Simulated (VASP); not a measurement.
# Al2O3 (R-3c) in VASP: a series of runs

The runs below take Al2O3 through single point, with PBE.

Everything below comes from runs of VASP 6.6.1. Logs are shortened: lines on timing, memory, paths and dates and some standing lists are left out, and cuts for length are marked.

**1. The cell of the first run**

Symmetry: R-3c, No. 167, trigonal system. The conventional cell has a = 4.714 Å, b = 4.714 Å, c = 12.195 Å, α = 90.00°, β = 90.00°, γ = 120.00°. Al (site symmetry 3) has 6 O at 1.82 to 1.91 Å and 1 Al at 2.49 Å within 2.5 Å. O (site symmetry 2) has 4 Al at 1.82 to 1.91 Å within 2.4 Å.

**2. Single point, PBE (7.82 Å³/atom)**

INCAR reads:

```
SYSTEM = Al2O3
PREC     = Accurate       ! precision mode
ENCUT    = 520            ! plane-wave cutoff, eV
EDIFF    = 1E-7           ! SCF threshold, eV
ISMEAR   = 0              ! smearing method
SIGMA    = 0.05           ! smearing width, eV
LREAL    = .FALSE.        ! projectors in reciprocal space
LASPH    = .TRUE.         ! aspherical terms in the spheres
NELM     = 60             ! most SCF steps
ALGO     = Normal         ! electronic algorithm
ISIF     = 2              ! what is computed and relaxed
LWAVE    = .FALSE.        ! write WAVECAR
LCHARG   = .FALSE.        ! write CHGCAR
GGA      = PE             ! functional
NBANDS   = 35             ! bands
```

KPOINTS reads:

```
regular mesh
0
G
  6 6 6
  0 0 0
```

POSCAR reads:

```
Al2O3
1.0
    2.3570281816      1.3608308551      4.0649308019
   -2.3570281816      1.3608308551      4.0649308019
    0.0000000000     -2.7216617102      4.0649308019
Al O
4 6
Direct
    0.8521293568      0.8521293568      0.8521293568
    0.6478706432      0.6478706432      0.6478706432
    0.1478706432      0.1478706432      0.1478706432
    0.3521293568      0.3521293568      0.3521293568
    0.0561574040      0.4438425960      0.7500000000
    0.7500000000      0.0561574040      0.4438425960
    0.4438425960      0.7500000000      0.0561574040
    0.9438425960      0.5561574040      0.2500000000
    0.2500000000      0.9438425960      0.5561574040
    0.5561574040      0.2500000000      0.9438425960
```

Potentials or basis: VASP PAW PBE potentials, release 64 (Al, O).

Launch:

```console
> cat potpaw_PBE.64/Al/POTCAR potpaw_PBE.64/O/POTCAR > POTCAR
> mpirun -np 1 vasp_std > vasp.out
```

OUTCAR:

```text
SYSTEM = Al2O3
   PREC = Accurate
   ENCUT = 520
   EDIFF = 1E-7
   ISMEAR = 0
   LREAL = .FALSE.
   LASPH = .TRUE.
   NELM = 60
   ISIF = 2
   GGA = PE

 ion  position               nearest neighbor table
   1  0.852  0.852  0.852-   9 1.82   8 1.82  10 1.82   7 1.91   6 1.91   5 1.91   2 2.49   3 2.76
                             3 2.76   3 2.76   2 3.14   2 3.14   2 3.14
   2  0.648  0.648  0.648-  10 1.82   8 1.82   9 1.82   7 1.91   6 1.91   5 1.91   1 2.49   4 2.76
                             4 2.76   4 2.76   1 3.14   1 3.14   1 3.14
   3  0.148  0.148  0.148-   6 1.82   5 1.82   7 1.82   9 1.91  10 1.91   8 1.91   4 2.49   1 2.76
                             1 2.76   1 2.76   4 3.14   4 3.14   4 3.14
   4  0.352  0.352  0.352-   7 1.82   5 1.82   6 1.82   9 1.91  10 1.91   8 1.91   3 2.49   2 2.76
                             2 2.76   2 2.76   3 3.14   3 3.14   3 3.14
   5  0.056  0.444  0.750-   3 1.82   4 1.82   1 1.91   2 1.91
   6  0.750  0.056  0.444-   3 1.82   4 1.82   1 1.91   2 1.91
   7  0.444  0.750  0.056-   4 1.82   3 1.82   1 1.91   2 1.91
   8  0.944  0.556  0.250-   1 1.82   2 1.82   3 1.91   4 1.91
   9  0.250  0.944  0.556-   1 1.82   2 1.82   3 1.91   4 1.91
  10  0.556  0.250  0.944-   2 1.82   1 1.82   3 1.91   4 1.91

  LATTYP: Found a trigonal (rhomboedric) cell.
 ALAT       =     4.8919428543
 COS(alpha) =     0.5357020184

  Lattice vectors:

 A1 = (   2.3570281816,   1.3608308551,   4.0649308019)
 A2 = (  -2.3570281816,   1.3608308551,   4.0649308019)
 A3 = (   0.0000000000,  -2.7216617102,   4.0649308019)

Analysis of symmetry for initial positions (statically):
=====================================================================
 Subroutine PRICEL returns:
 Original cell was already a primitive cell.

 Routine SETGRP: Setting up the symmetry group for a
 trigonal (rhombohedral) supercell.

 Subroutine GETGRP returns: Found 12 space group operations
 (whereof  6 operations were pure point group operations)
 out of a pool of 12 trial point group operations.

The static configuration has the point symmetry S_6 .
 The point group associated with its full space group is D_3d.

Analysis of symmetry for dynamics (positions and initial velocities):
=====================================================================
 Subroutine PRICEL returns:
 Original cell was already a primitive cell.

 Routine SETGRP: Setting up the symmetry group for a
 trigonal (rhombohedral) supercell.

 Subroutine GETGRP returns: Found 12 space group operations
 (whereof  6 operations were pure point group operations)
 out of a pool of 12 trial point group operations.

The dynamic configuration has the point symmetry S_6 .
 The point group associated with its full space group is D_3d.

 Subroutine INISYM returns: Found 12 space group operations
 (whereof  6 operations are pure point group operations),
 and found     1 'primitive' translations

----------------------------------------------------------------------------------------

                                     Primitive cell

  volume of cell :      78.2300

  direct lattice vectors                    reciprocal lattice vectors
     2.357028182  1.360830855  4.064930802     0.212131532  0.122474197  0.082002216
    -2.357028182  1.360830855  4.064930802    -0.212131532  0.122474197  0.082002216
     0.000000000 -2.721661710  4.064930802     0.000000000 -0.244948395  0.082002216

  length of vectors
     4.891942854  4.891942854  4.891942854     0.258310045  0.258310045  0.258310045

  position of ions in fractional coordinates (direct lattice)
     0.852129357  0.852129357  0.852129357
     0.647870643  0.647870643  0.647870643
     0.147870643  0.147870643  0.147870643
     0.352129357  0.352129357  0.352129357
     0.056157404  0.443842596  0.750000000
     0.750000000  0.056157404  0.443842596
     0.443842596  0.750000000  0.056157404
     0.943842596  0.556157404  0.250000000
     0.250000000  0.943842596  0.556157404
     0.556157404  0.250000000  0.943842596

  ion indices of the primitive-cell ions
   primitive index   ion index
                 1           1
                 2           2
                 3           3
                 4           4
                 5           5
                 6           6
                 7           7
                 8           8
                 9           9
                10          10

----------------------------------------------------------------------------------------

 KPOINTS: regular mesh

Automatic generation of k-mesh.
 Grid dimensions read from file:
 generate k-points for:    6    6    6

 Generating k-lattice:

  Cartesian coordinates                     Fractional coordinates (reciprocal lattice)
     0.035355255  0.020412366  0.013667036     0.166666667 -0.000000000  0.000000000
    -0.035355255  0.020412366  0.013667036    -0.000000000  0.166666667  0.000000000
[... 65 lines left out ...]
  Fermi-wavevector in a.u.,A,eV,Ry     =   1.391119  2.628833 26.330141  1.935211
  Thomas-Fermi vector in A             =   2.514988
   LORBIT       =      0    0 simple, 1 ext, 2 COOP (PROOUT), +10 PAW based schemes
   GGA     = PE    functional components
   LHFCALC =     F    Hartree Fock is set to
   AEXX    =    0.0000 exact exchange contribution
   IVDW    =     0    specifies the selected vdW correction
   LEPSILON=     F    determine dielectric tensor
   LRPA    =     F    only Hartree local field effects (RPA)
 non-spin polarized calculation
 Gauss-broadening in eV      SIGMA  =   0.05
  energy-cutoff  :      520.00
  volume of cell :       78.23
 maximum number of plane-waves:      2128
   NGX = 19   NGY = 19   NGZ = 19

 number of electron      48.0000011 magnetization

 Free energy of the ion-electron system (eV)
  ---------------------------------------------------
  ext. energy  EPLUGINS =         0.00000000
  ---------------------------------------------------
  free energy    TOTEN  =       -73.75793048 eV

  energy without entropy =      -73.75793048  energy(sigma->0) =      -73.75793048

 E-fermi :   7.7967     XC(G=0): -12.1086

 val. band max:        7.4829585206   @ k =   0.0000   0.0000   0.0000
 cond. band min:      14.2469960458   @ k =   0.0000   0.0000   0.0000
 fundamental gap:      6.7640375252
 Fermi energy:         7.7966818585

 k-point     1 :       0.0000    0.0000    0.0000
  band No.  band energies     occupation
      1     -12.7707      2.00000
      2      -9.8371      2.00000
      3      -9.8357      2.00000
      4      -9.8357      2.00000
      5      -9.4385      2.00000
      6      -9.4385      2.00000
[... 27 lines left out ...]
     34      21.5247      0.00000
     35      22.6860      0.00000

 k-point     2 :       0.1667   -0.0000    0.0000
  band No.  band energies     occupation
      1     -12.6143      2.00000
      2     -10.1455      2.00000
      3      -9.8612      2.00000
      4      -9.7323      2.00000
      5      -9.5127      2.00000
      6      -9.4314      2.00000
[... 27 lines left out ...]
     34      20.8454      0.00000
     35      22.2461      0.00000

 k-point     3 :       0.3333   -0.0000    0.0000
  band No.  band energies     occupation
      1     -12.1674      2.00000
      2     -10.7594      2.00000
      3      -9.8791      2.00000
      4      -9.6801      2.00000
      5      -9.6355      2.00000
      6      -9.4541      2.00000
[... 27 lines left out ...]
     34      21.0241      0.00000
     35      21.5558      0.00000
[... 723 lines left out ...]
 k-point    23 :       0.5000    0.5000    0.1667
  band No.  band energies     occupation
      1     -11.5829      2.00000
      2     -10.7090      2.00000
      3     -10.4440      2.00000
      4     -10.1979      2.00000
      5      -9.6650      2.00000
      6      -9.3450      2.00000
[... 27 lines left out ...]
     34      21.1857      0.00000
     35      21.5537      0.00000

 k-point    24 :      -0.3333    0.5000    0.1667
  band No.  band energies     occupation
      1     -11.2883      2.00000
      2     -10.8429      2.00000
      3     -10.5950      2.00000
      4     -10.3399      2.00000
      5      -9.5733      2.00000
      6      -9.3479      2.00000
[... 27 lines left out ...]
     34      21.2592      0.00000
     35      21.4946      0.00000

 [... further k-points ...]

------------------------ aborting loop because EDIFF is reached ----------------------------------------

  FORCE on cell =-STRESS in cart. coord.  units (eV):
  Direction    XX          YY          ZZ          XY          YZ          ZX
  --------------------------------------------------------------------------------------
  -------------------------------------------------------------------------------------
  Total       12.1367460     12.1367460     22.8177521      0.0000000      0.0000000      0.0000000
  in kB      248.5647357    248.5647357    467.3154176      0.0000000      0.0000000      0.0000000
  external PRESSURE =     321.4816297 kB  Pullay stress =       0.0000000 kB

 VOLUME and BASIS-vectors are now :
 -----------------------------------------------------------------------------
  energy-cutoff  :      520.00
  volume of cell :       78.23
      direct lattice vectors                 reciprocal lattice vectors
     2.357028182  1.360830855  4.064930802     0.212131532  0.122474197  0.082002216
    -2.357028182  1.360830855  4.064930802    -0.212131532  0.122474197  0.082002216
     0.000000000 -2.721661710  4.064930802     0.000000000 -0.244948395  0.082002216

 POSITION                                       TOTAL-FORCE (eV/Angst)
 -----------------------------------------------------------------------------------
      0.00000      0.00000     10.39154         0.000000      0.000000      0.544400
      0.00000      0.00000      7.90065         0.000000      0.000000     -0.544400
      0.00000      0.00000      1.80325         0.000000     -0.000000     -0.544400
      0.00000      0.00000      4.29414         0.000000      0.000000      0.544400
     -0.91378     -1.36083      5.08116         0.072532      0.000000     -0.000000
      1.63541     -0.11095      5.08116        -0.036266      0.062815     -0.000000
     -0.72162      1.47178      5.08116        -0.036266     -0.062815     -0.000000
      0.91378      1.36083      7.11363        -0.072532     -0.000000     -0.000000
     -1.63541      0.11095      7.11363         0.036266     -0.062815     -0.000000
      0.72162     -1.47178      7.11363         0.036266      0.062815     -0.000000
 -----------------------------------------------------------------------------------
    total drift:                               -0.000000      0.000000     -0.000000

  FREE ENERGIE OF THE ION-ELECTRON SYSTEM (eV)
  ---------------------------------------------------
  free  energy   TOTEN  =       -73.7579304823 eV

  energy  without entropy=      -73.7579304823  energy(sigma->0) =      -73.75793048
```

Run time: 2.1 min. Hardware: 1 thread of Intel Xeon 8259CL, shared host; peak memory 0.23 GiB.

Results:

* Free energy: -73.7579 eV
* Pressure: 32.1 GPa
* Largest force: 0.544 eV/Å
* Band gap on the k mesh: 6.76 eV

Forces on the atoms (eV/Å):
```
Al   0.000  0.000  0.544
Al   0.000  0.000 -0.544
Al   0.000  0.000 -0.544
Al   0.000  0.000  0.544
O    0.073  0.000  0.000
O   -0.036  0.063  0.000
O   -0.036 -0.063  0.000
O   -0.073  0.000  0.000
O    0.036 -0.063  0.000
O    0.036  0.063  0.000
```

Caveat: the cell stands under pressure. A k mesh can miss the band edges.

**3. Single point, PBE (7.82 Å³/atom)**

INCAR reads:

```
PREC     = Accurate       # precision mode
ENCUT    = 520            # plane-wave cutoff, eV
EDIFF    = 1E-6           # SCF threshold, eV
ISMEAR   = 0              # smearing method
SIGMA    = 0.05           # smearing width, eV
LREAL    = False          # projectors in reciprocal space
LASPH    = True           # aspherical terms in the spheres
NELM     = 60             # most SCF steps
ALGO     = Normal         # electronic algorithm
ISIF     = 2              # what is computed and relaxed
LWAVE    = False          # write WAVECAR
LCHARG   = False          # write CHGCAR
GGA      = PE             # functional
NBANDS   = 35             # bands
```

KPOINTS reads:

```
Automatic mesh
0
Gamma
  6 6 6
```

Edit POSCAR of step 2 so:

```diff
@@ -2,5 +2,5 @@
 1.0
-    2.3570281816      1.3608308551      4.0649308019
-   -2.3570281816      1.3608308551      4.0649308019
-    0.0000000000     -2.7216617102      4.0649308019
+    2.2745081156      1.3131878728      4.3652359754
+   -2.2745081156      1.3131878728      4.3652359754
+    0.0000000000     -2.6263757456      4.3652359754
 Al O
```

Potentials or basis: VASP PAW PBE potentials, release 64 (Al, O).

Launch:

```console
> cat potpaw_PBE.64/Al/POTCAR potpaw_PBE.64/O/POTCAR > POTCAR
> mpirun -np 1 vasp_std > vasp.out
```

It took 2.9 min on 1 thread of Intel Xeon 8259CL, shared host; peak memory 0.26 GiB.

The run converged. Its results:

```yaml
Free_energy: -73.6663 eV
Pressure: 33.9 GPa
Largest_force: 0.530 eV/Å
Band_gap_on_the_k_mesh: 7.16 eV
```

Forces in eV/Å, atoms in the order of the input:
```
Al   0.000  0.000 -0.530
Al   0.000  0.000  0.530
Al   0.000  0.000  0.530
Al   0.000  0.000 -0.530
O    0.211  0.000  0.000
O   -0.106  0.183  0.000
O   -0.106 -0.183  0.000
O   -0.211  0.000  0.000
O    0.106 -0.183  0.000
O    0.106  0.183  0.000
```

Stress tensor (GPa, compression positive):
```
43.19  0.00  0.00
 0.00 43.19  0.00
 0.00  0.00 15.28
```

Levels at points of the mesh, in eV from the valence-band top:
| k point | band 20 | band 21 | band 22 | band 23 | band 24 | band 25 | band 26 | band 27 | band 28 | band 29 |
| --- | --- | --- | --- | --- | --- | --- | --- | --- | --- | --- |
| (0.00, 0.00, 0.00) | -0.60 | -0.60 | -0.52 | 0.00 | 0.00 | 7.16 | 10.16 | 11.48 | 11.48 | 11.49 |
| (0.50, 0.00, 0.00) | -1.57 | -1.17 | -1.17 | -0.55 | -0.55 | 10.08 | 10.08 | 10.19 | 10.19 | 12.41 |
| (0.50, 0.50, 0.00) | -1.62 | -1.23 | -1.18 | -1.02 | -0.51 | 10.26 | 10.34 | 10.74 | 11.13 | 11.32 |
| (0.50, 0.50, 0.50) | -2.48 | -0.35 | -0.35 | -0.35 | -0.35 | 9.70 | 9.70 | 11.58 | 11.58 | 13.00 |

Caveat: the cell stands under pressure. Expect the measured gap to be larger: semilocal functionals such as PBE lack the derivative discontinuity.

**4. Single point, PBE (7.82 Å³/atom)**

Edit INCAR of step 3 so:

```diff
@@ -7,3 +7,3 @@
 LASPH    = True           # aspherical terms in the spheres
-NELM     = 60             # most SCF steps
+NELM     = 100            # most SCF steps
 ALGO     = Normal         # electronic algorithm
```

KPOINTS is that of step 3.

Edit POSCAR of step 3 so:

```diff
@@ -2,5 +2,5 @@
 1.0
-    2.2745081156      1.3131878728      4.3652359754
-   -2.2745081156      1.3131878728      4.3652359754
-    0.0000000000     -2.6263757456      4.3652359754
+    2.3154001364      1.3367968920      4.2124096416
+   -2.3154001364      1.3367968920      4.2124096416
+    0.0000000000     -2.6735937841      4.2124096416
 Al O
```

Launch:

```console
> cat potpaw_PBE.64/Al/POTCAR potpaw_PBE.64/O/POTCAR > POTCAR
> mpirun -np 1 vasp_std > vasp.out
```

Run time: 2.6 min. Hardware: 1 thread of Intel Xeon 8259CL, shared host; peak memory 0.26 GiB.

It converged, with:

| Quantity | Value |
| --- | --- |
| Free energy | -73.9286 eV |
| Pressure | 32.8 GPa |
| Largest force | 0.133 eV/Å |
| Band gap on the k mesh | 7.30 eV |

Forces in eV/Å, atoms in the order of the input:
```
Al   0.000  0.000 -0.055
Al   0.000  0.000  0.055
Al   0.000  0.000  0.055
Al   0.000  0.000 -0.055
O    0.133  0.000  0.000
O   -0.066  0.115  0.000
O   -0.066 -0.115  0.000
O   -0.133  0.000  0.000
O    0.066 -0.115  0.000
O    0.066  0.115  0.000
```

Stress tensor (GPa, compression positive):
```
33.62  0.00  0.00
 0.00 33.62  0.00
 0.00  0.00 31.17
```

Levels at points of the mesh, in eV from the valence-band top:
```csv
k point,band 20,band 21,band 22,band 23,band 24,band 25,band 26,band 27,band 28,band 29
"(0.00, 0.00, 0.00)",-0.60,-0.60,-0.05,-0.05,0.00,7.30,9.78,11.84,12.29,12.29
"(0.50, 0.00, 0.00)",-1.42,-1.04,-1.04,-0.33,-0.33,10.20,10.20,10.68,10.68,12.26
"(0.50, 0.50, 0.00)",-1.42,-1.16,-1.01,-0.85,-0.31,9.99,10.72,10.76,11.32,11.94
"(0.50, 0.50, 0.50)",-2.23,-0.44,-0.44,-0.44,-0.44,9.57,9.57,11.82,11.82,13.44
```

Caveat: the cell stands under pressure. A k mesh can miss the band edges.

**5. Summary**

```tsv
cell	gap on the mesh (eV)	pressure (GPa)	largest force (eV/Å)
a = 4.892 Å, angles 57.6°, 10 atoms	6.76	32.1	0.54
a = 5.094 Å, angles 53.0°, 10 atoms	7.16	33.9	0.53
a = 4.989 Å, angles 55.3°, 10 atoms	7.30	32.8	0.13
```

Alike in all rows: task single point; level PBE; potentials or basis VASP PAW PBE potentials, release 64 (Al, O); no spin polarisation; k mesh 6 × 6 × 6; cutoff (eV) 520; smearing gaussian 0.05 eV.

Caveats: the cell stands under pressure.

Total energies depend on the potentials used, so only differences within one code and one set of settings carry meaning.
